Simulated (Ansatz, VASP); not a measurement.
WS2: VASP beside Ansatz

```xyz
3
Lattice="1.5895 0.9177 6.2041 -1.5895 0.9177 6.2041 0.0000 -1.8353 6.2041" Properties=species:S:1:pos:R:3 pbc="T T T"
W     0.0000    0.0000    0.0000
S     0.0000    0.0000   13.9649
S     0.0000    0.0000   10.8138
```

Change from the starting cell: volume scaled by 1.02, crystal datasets.

Alike in both runs: task electric field gradients; functional LDA; k mesh 13 × 13 × 13; occupations fermi-dirac, width 0.08 eV; no spin polarisation.

|  | VASP | Ansatz |
| --- | --- | --- |
| version | VASP 6.6.1 | Ansatz 0.2.0 |
| potentials or method | VASP PAW LDA potentials, release 64 (W_sv, S), cutoff 520 eV | all-electron PAW with datasets made for the crystal, scalar-relativistic |

|  | VASP | Ansatz | Ansatz less VASP |
| --- | --- | --- | --- |
| pressure (GPa) | -6.4 | -6.7 | -0.31 |
| traceless stress, the component that is largest in VASP (GPa) | 0.12 | 0.10 | -0.020 |
| rms of the force components (eV/Å) | 0.350 | 0.365 | +0.0147 |
| size of Vzz on the site where it differs most (V/Å²) | 154.7 | 168.6 | +13.88 |

LDA's correlation is that of Perdew and Zunger in VASP and of Perdew and Wang (1992) in Ansatz. Atom by atom the forces differ by 0.020 eV/Å (rms over components). Ansatz ran all-electron here, and VASP with PAW potentials.

Neither program's run includes spin-orbit coupling.
